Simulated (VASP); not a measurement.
# Ru14W in VASP: further runs

The runs below take Ru14W through single point, with PBE.

All numbers are computed with VASP 6.6.1; they aren't measurements. Logs are shortened: lines on timing, memory, paths and dates and some standing lists are left out, and cuts for length are marked.

## (1) The cell of the first run

The cell holds a slab with vacuum, 15 atoms: a = 4.711 Å, b = 4.711 Å, c = 20.594 Å, α = 90.00°, β = 90.00°, γ = 120.00°.

## (2) Single point, PBE

INCAR reads:

```
ALGO = Normal
DIPOL = 0.5 0.5 0.500
EDIFF = 1E-6
ENCUT = 520
GGA = PE
IDIPOL = 3
ISIF = 2
ISMEAR = 1
LASPH = T
LCHARG = T
LDIPOL = T
LELF = T
LREAL = Auto
LVACPOTAV = T
LVHAR = T
LWAVE = F
NBANDS = 118
NELM = 100
PREC = Accurate
SIGMA = 0.1
```

KPOINTS reads:

```
k-points
0
Gamma
  9 9 1
```

POSCAR reads:

```
Ru14W
1.0
    4.0796284122      2.3553745620      0.0000000000
   -4.0796284122      2.3553745620      0.0000000000
    0.0000000000      0.0000000000     20.5940128308
Ru W
14 1
Direct
    0.3333333333      0.3335785365      0.2941147825
    0.6669118698      0.0000000000      0.2941147825
   -0.0002452031      0.6664214635      0.2941147825
    0.3333333333      0.0000000000      0.3951864739
    0.6666666667      0.6666666667      0.3935246433
    1.0000000000      0.3333333333      0.3935246433
    0.3333333333      0.3354269997      0.4989158397
    0.6687603330      0.0000000000      0.4989158397
   -0.0020936663      0.6645730003      0.4989158397
    0.6666666667      0.6666666667      0.6058171363
    1.0000000000      0.3333333333      0.6058171363
    0.3333333333      0.3357202757      0.7066060859
    0.6690536090      0.0000000000      0.7066060859
   -0.0023869424      0.6642797243      0.7066060859
    0.3333333333      0.0000000000      0.6072198428
```

Potentials or basis: VASP PAW PBE potentials, release 64 (Ru_pv, W_sv).

Command:

```bash
> cat potpaw_PBE.64/Ru_pv/POTCAR potpaw_PBE.64/W_sv/POTCAR > POTCAR
> mpirun -np 1 vasp_std > vasp.out
```

OUTCAR:

```text
EDIFF = 1E-6
   ENCUT = 520
   GGA = PE
   ISIF = 2
   ISMEAR = 1
   LASPH = T
   LREAL = Auto
   NELM = 100
   PREC = Accurate

 ion  position               nearest neighbor table
   1  0.333  0.334  0.294-   6 2.58   5 2.58   4 2.61   3 2.72   2 2.72   2 2.72   3 2.72   2 2.72
                             3 2.72
   2  0.667  0.000  0.294-   5 2.58   6 2.58   4 2.61   3 2.72   1 2.72   1 2.72   3 2.72   3 2.72
                             1 2.72
   3  1.000  0.666  0.294-   6 2.58   5 2.58   4 2.61   1 2.72   2 2.72   2 2.72   1 2.72   2 2.72
                             1 2.72
   4  0.333  0.000  0.395-   3 2.61   1 2.61   2 2.61   9 2.66   7 2.66   8 2.66   6 2.72   5 2.72
                             5 2.72   6 2.72   6 2.72   5 2.72
   5  0.667  0.667  0.394-   2 2.58   3 2.58   1 2.58   8 2.68   9 2.68   7 2.68   6 2.72   6 2.72
                             6 2.72   4 2.72   4 2.72   4 2.72
   6  0.000  0.333  0.394-   1 2.58   3 2.58   2 2.58   7 2.68   9 2.68   8 2.68   5 2.72   5 2.72
                             5 2.72   4 2.72   4 2.72   4 2.72
   7  0.333  0.335  0.499-   4 2.66   6 2.68   5 2.68  11 2.70  10 2.70   9 2.71   8 2.71   8 2.71
                             9 2.71  15 2.73   8 2.74   9 2.74
   8  0.669  0.000  0.499-   4 2.66   5 2.68   6 2.68  10 2.70  11 2.70   9 2.71   7 2.71   7 2.71
                             9 2.71  15 2.73   9 2.74   7 2.74
   9  0.998  0.665  0.499-   4 2.66   6 2.68   5 2.68  11 2.70  10 2.70   7 2.71   8 2.71   8 2.71
                             7 2.71  15 2.73   8 2.74   7 2.74
  10  0.667  0.667  0.606-  14 2.60  13 2.60  12 2.60   8 2.70   9 2.70   7 2.70  11 2.72  11 2.72
                            11 2.72  15 2.72  15 2.72  15 2.72
  11  0.000  0.333  0.606-  12 2.60  13 2.60  14 2.60   7 2.70   9 2.70   8 2.70  10 2.72  10 2.72
                            10 2.72  15 2.72  15 2.72  15 2.72
  12  0.333  0.336  0.707-  15 2.59  11 2.60  10 2.60  14 2.71  14 2.71  13 2.71  13 2.71  13 2.74
                            14 2.74
  13  0.669  0.000  0.707-  15 2.59  10 2.60  11 2.60  14 2.71  14 2.71  12 2.71  12 2.71  12 2.74
                            14 2.74
  14  0.998  0.664  0.707-  15 2.59  10 2.60  11 2.60  13 2.71  12 2.71  13 2.71  12 2.71  12 2.74
                            13 2.74
  15  0.333  0.000  0.607-  12 2.59  13 2.59  14 2.59  11 2.72  10 2.72  10 2.72  11 2.72  11 2.72
                            10 2.72   9 2.73   7 2.73   8 2.73

  LATTYP: Found a hexagonal cell.
 ALAT       =     4.7107491240
 C/A-ratio  =     4.3717065564

  Lattice vectors:

 A1 = (   4.0796284122,   2.3553745620,   0.0000000000)
 A2 = (  -4.0796284122,   2.3553745620,   0.0000000000)
 A3 = (   0.0000000000,   0.0000000000,  20.5940128308)

Analysis of symmetry for initial positions (statically):
=====================================================================
 Subroutine PRICEL returns:
 Original cell was already a primitive cell.

 Routine SETGRP: Setting up the symmetry group for a
 hexagonal supercell.

 Subroutine GETGRP returns: Found  6 space group operations
 (whereof  2 operations were pure point group operations)
 out of a pool of 24 trial point group operations.

The static configuration has the point symmetry C_1h.
 The point group associated with its full space group is C_3v.

Analysis of symmetry for dynamics (positions and initial velocities):
=====================================================================
 Subroutine PRICEL returns:
 Original cell was already a primitive cell.

 Routine SETGRP: Setting up the symmetry group for a
 hexagonal supercell.

 Subroutine GETGRP returns: Found  6 space group operations
 (whereof  2 operations were pure point group operations)
 out of a pool of 24 trial point group operations.

The dynamic configuration has the point symmetry C_1h.
 The point group associated with its full space group is C_3v.

 Subroutine INISYM returns: Found  6 space group operations
 (whereof  2 operations are pure point group operations),
 and found     1 'primitive' translations

----------------------------------------------------------------------------------------

                                     Primitive cell

  volume of cell :     395.7779

  direct lattice vectors                    reciprocal lattice vectors
     4.079628412  2.355374562  0.000000000     0.122560182  0.212280462  0.000000000
[... 70 lines left out ...]
  0.111111 -0.000000  0.000000      6.000000
  0.222222  0.000000  0.000000      6.000000
  0.333333  0.000000  0.000000      6.000000
  0.444444  0.000000  0.000000      6.000000
  0.111111  0.111111  0.000000      6.000000
  0.222222  0.111111  0.000000     12.000000
  0.333333  0.111111  0.000000     12.000000
  0.444444  0.111111  0.000000      6.000000
  0.222222  0.222222  0.000000      6.000000
  0.333333  0.222222  0.000000     12.000000
  0.333333  0.333333  0.000000      2.000000
   k-points           NKPTS =     12   k-points in BZ     NKDIM =     12   number of bands    NBANDS=    118
   number of dos      NEDOS =    301   number of ions     NIONS =     15
   total plane-waves  NPLWV = 207360
   dimension x,y,z NGX =    36 NGY =   36 NGZ =  160
   dimension x,y,z NGXF=    72 NGYF=   72 NGZF=  320
   ions per type =              14   1
   NGX,Y,Z   is equivalent  to a cutoff of  12.70, 12.70, 12.92 a.u.
   NGXF,Y,Z  is equivalent  to a cutoff of  25.41, 25.41, 25.83 a.u.
 SYSTEM =  unknown system
   PREC   = accura    normal or accurate (medium, high low for compatibility)
   ISTART =      0    job   : 0-new  1-cont  2-samecut
   ICHARG =      2    charge: 1-file 2-atom 10-const
   ISPIN  =      1    spin polarized calculation?
   LNONCOLLINEAR =      F non collinear calculations
   LSORBIT =      F    spin-orbit coupling
   LASPH  =      T    aspherical Exc in radial PAW
   ENCUT  =  520.0 eV  38.22 Ry    6.18 a.u.   8.76  8.76 38.29*2*pi/ulx,y,z
   NELM   =    100;   NELMIN=  2; NELMDL= -5     # of ELM steps
   EDIFF  = 0.1E-05   stopping-criterion for ELM
   LREAL  =      T    real-space projection
   EDIFFG = 0.1E-04   stopping-criterion for IOM
   NSW    =      0    number of steps for IOM
   IBRION =     -1    ionic relax: 0-MD 1-quasi-New 2-CG
   NFREE  =      0    steps in history (QN), initial steepest desc. (CG)
   ISIF   =      2    stress and relaxation
   ISYM   =      2    0-nonsym 1-usesym 2-fastsym
   POTIM  = 0.5000    time-step for ionic-motion
   TEBEG  =    0.0;   TEEND  =   0.0 temperature during run
   PSTRESS=    0.0 pullay stress
   NELECT =     210.0000    total number of electrons
   NUPDOWN=      -1.0000    fix difference up-down
   EMIN   =  10.00;   EMAX   =-10.00  energy-range for DOS
   EFERMI =   0.00;   METHOD = LEGACY
   ISMEAR =     1;   SIGMA  =   0.10  broadening in eV -4-tet -1-fermi 0-gaus
   EFERMI_NEDOS =   21; number of points for ismear=-14 and -15
   IALGO  =     38    algorithm
   IMIX   =      4    mixing-type and parameters
     AMIX     =   0.40;   BMIX     =  1.00
     AMIX_MAG =   1.60;   BMIX_MAG =  1.00
  volume/ion in A,a.u.               =      26.39       178.06
  Fermi-wavevector in a.u.,A,eV,Ry     =   1.325350  2.504549 23.899367  1.756554
  Thomas-Fermi vector in A             =   2.454818
   LORBIT       =      0    0 simple, 1 ext, 2 COOP (PROOUT), +10 PAW based schemes
   GGA     = PE    functional components
   LHFCALC =     F    Hartree Fock is set to
   AEXX    =    0.0000 exact exchange contribution
   IVDW    =     0    specifies the selected vdW correction
   LEPSILON=     F    determine dielectric tensor
   LRPA    =     F    only Hartree local field effects (RPA)
 non-spin polarized calculation
 Methfessel and Paxton  Order N= 1 SIGMA  =   0.10
  energy-cutoff  :      520.00
  volume of cell :      395.78
 maximum number of plane-waves:     10691
 NGX is ok and might be reduce to    36
   NGX = 17   NGY = 17   NGZ = 77

 dipolmoment           0.000000      0.000000      0.019839 electrons x Angstroem

 number of electron     210.0000025 magnetization

 dipolmoment           0.000000      0.000000     -0.022691 electrons x Angstroem

 Free energy of the ion-electron system (eV)
  ---------------------------------------------------
  ext. energy  EPLUGINS =         0.00000000
  ---------------------------------------------------
  free energy    TOTEN  =      -136.42824946 eV

  energy without entropy =     -136.43746388  energy(sigma->0) =     -136.43132093

 E-fermi :   4.3620     XC(G=0):  -8.2629

 val. band max:        4.3530042210   @ k =   0.1111   0.1111   0.0000
 cond. band min:       4.3817791484   @ k =   0.3333   0.0000   0.0000
 fundamental gap:      0.0287749274
 Fermi energy:         4.3619987545

 k-point     1 :       0.0000    0.0000    0.0000
  band No.  band energies     occupation
      1     -69.7577      2.00000
      2     -39.2435      2.00000
      3     -39.1113      2.00000
      4     -39.1113      2.00000
      5     -39.0368      2.00000
      6     -39.0368      2.00000
[... 1429 lines left out ...]
    116       5.1132     -0.00000
    117       5.1132     -0.00000
 [bands above 117 left out]

------------------------ aborting loop because EDIFF is reached ----------------------------------------

  FORCE on cell =-STRESS in cart. coord.  units (eV):
  Direction    XX          YY          ZZ          XY          YZ          ZX
  --------------------------------------------------------------------------------------
  -------------------------------------------------------------------------------------
  Total       -3.4502433     -3.4502433      0.2040409      0.0000000      0.0000000      0.0000000
  in kB      -13.9671803    -13.9671803      0.8259929      0.0000000      0.0000000      0.0000000
  external PRESSURE =      -9.0361226 kB  Pullay stress =       0.0000000 kB

 VOLUME and BASIS-vectors are now :
 -----------------------------------------------------------------------------
  energy-cutoff  :      520.00
  volume of cell :      395.78
      direct lattice vectors                 reciprocal lattice vectors
     4.079628412  2.355374562  0.000000000     0.122560182  0.212280462  0.000000000
    -4.079628412  2.355374562  0.000000000    -0.122560182  0.212280462  0.000000000
     0.000000000  0.000000000 20.594012831     0.000000000  0.000000000  0.048557802

 POSITION                                       TOTAL-FORCE (eV/Angst)
 -----------------------------------------------------------------------------------
     -0.00100      1.57083      6.05700        -0.000572      0.000331     -0.016606
      2.72075      1.57083      6.05700         0.000572      0.000331     -0.016606
      1.35988      3.92447      6.05700        -0.000000     -0.000661     -0.016606
      1.35988      0.78512      8.13848        -0.000000      0.000000     -0.000009
      0.00000      3.14050      8.10425        -0.000000      0.000000      0.008173
     -1.35988      0.78512      8.10425        -0.000000      0.000000      0.008173
     -0.00854      1.57518     10.27468        -0.004389      0.002534     -0.004756
      2.72829      1.57518     10.27468         0.004389      0.002534     -0.004756
      1.35988      3.91576     10.27468        -0.000000     -0.005067     -0.004756
      0.00000      3.14050     12.47621        -0.000000      0.000000     -0.007206
     -1.35988      0.78512     12.47621        -0.000000      0.000000     -0.007206
     -0.00974      1.57587     14.55185        -0.011796      0.006810      0.029040
      2.72949      1.57587     14.55185         0.011796      0.006810      0.029040
      1.35988      3.91438     14.55185        -0.000000     -0.013621      0.029040
      1.35988      0.78512     12.50509        -0.000000      0.000000     -0.024960
 -----------------------------------------------------------------------------------
    total drift:                               -0.000001     -0.000002      0.014202

  FREE ENERGIE OF THE ION-ELECTRON SYSTEM (eV)
  ---------------------------------------------------
  free  energy   TOTEN  =      -136.4282494630 eV

  energy  without entropy=     -136.4374638764  energy(sigma->0) =     -136.43132093

 vacuum level on the upper side and lower side of the slab         9.123         9.339
```

Wall time 24 min (1 thread of AMD EPYC 9R45 (Zen 5), shared host); peak memory 0.64 GiB.

What came out:

```yaml
Free_energy: -136.4282 eV
Largest_force: 0.032 eV/Å
Band_gap_on_the_k_mesh: zero (bands 105 and 106 overlap by 0.58 eV)
```

Forces in eV/Å, atoms in the order of the input:
```
Ru  -0.001  0.000 -0.017
Ru   0.001  0.000 -0.017
Ru   0.000 -0.001 -0.017
Ru   0.000  0.000  0.000
Ru   0.000  0.000  0.008
Ru   0.000  0.000  0.008
Ru  -0.004  0.003 -0.005
Ru   0.004  0.003 -0.005
Ru   0.000 -0.005 -0.005
Ru   0.000  0.000 -0.007
Ru   0.000  0.000 -0.007
Ru  -0.012  0.007  0.029
Ru   0.012  0.007  0.029
Ru   0.000 -0.014  0.029
W    0.000  0.000 -0.025
```

Caveat: spin-orbit coupling is left out, which moves the levels of the heavy elements.

## (3) Single point, PBE

INCAR reads:

```
SYSTEM = Ru14W
PREC = Accurate
ENCUT = 520
EDIFF = 1E-7
ISMEAR = 1
SIGMA = 0.1
LREAL = Auto
LASPH = .TRUE.
NELM = 100
ALGO = Normal
ISIF = 2
LWAVE = .FALSE.
LCHARG = .TRUE.
LDIPOL = .TRUE.
IDIPOL = 3
DIPOL = 0.5 0.5 0.500
GGA = PE
LELF = .TRUE.
LVHAR = .TRUE.
LVACPOTAV = .TRUE.
NBANDS = 118
```

KPOINTS reads:

```
Automatic mesh
0
G
  6 6 1
  0 0 0
```

POSCAR reads:

```
Ru14W
1.0
    4.0796284122      2.3553745620      0.0000000000
   -4.0796284122      2.3553745620      0.0000000000
    0.0000000000      0.0000000000     20.5940128308
Ru W
14 1
Direct
    0.3333333333      0.3331430163      0.2936352638
    0.6664763496      0.0000000000      0.2936352638
    0.0001903171      0.6668569837      0.2936352638
    0.3333333333      0.0000000000      0.3949113978
    0.6666666667      0.6666666667      0.3930085639
    1.0000000000      0.3333333333      0.3930085639
    0.3333333333      0.3354479374      0.4989822281
    0.6687812707      0.0000000000      0.4989822281
   -0.0021146040      0.6645520626      0.4989822281
    0.6666666667      0.6666666667      0.6062419922
    1.0000000000      0.3333333333      0.6062419922
    0.3333333333      0.3353290754      0.7070889176
    0.6686624088      0.0000000000      0.7070889176
   -0.0019957421      0.6646709246      0.7070889176
    0.3333333333      0.0000000000      0.6074682617
```

Potentials or basis: VASP PAW PBE potentials, release 64 (Ru_pv, W_sv).

Command:

```bash
> cat potpaw_PBE.64/Ru_pv/POTCAR potpaw_PBE.64/W_sv/POTCAR > POTCAR
> mpirun -np 1 vasp_std > vasp.out
```

Run time: 15 min. Hardware: 1 thread of AMD EPYC 9R45 (Zen 5), shared host; peak memory 0.54 GiB.

Results (log left out):

- Free energy: -136.3976 eV
- Largest force: 0.044 eV/Å
- Band gap on the k mesh: zero (bands 105 and 106 overlap by 0.58 eV)

Forces in eV/Å, atoms in the order of the input:
```
Ru  -0.008  0.004 -0.012
Ru   0.008  0.004 -0.012
Ru   0.000 -0.009 -0.012
Ru   0.000  0.000  0.043
Ru   0.000  0.000  0.032
Ru   0.000  0.000  0.032
Ru  -0.011  0.007 -0.018
Ru   0.011  0.007 -0.018
Ru   0.000 -0.013 -0.018
Ru   0.000  0.000 -0.014
Ru   0.000  0.000 -0.014
Ru  -0.038  0.022  0.001
Ru   0.038  0.022  0.001
Ru   0.000 -0.044  0.001
W    0.000  0.000  0.008
```

Levels at points of the mesh, in eV from the Fermi level:
```tsv
k point	band 103	band 104	band 105	band 106	band 107	band 108
(0.00, 0.00, 0.00)	-0.78	-0.21	-0.21	0.11	0.11	0.37
(0.50, 0.00, 0.00)	-0.23	0.06	0.15	0.23	0.47	0.53
```

Caveat: spin-orbit coupling is left out, which moves the levels of the heavy elements.

The gap in the log of VASP goes by the Fermi energy; the results here count the filled bands.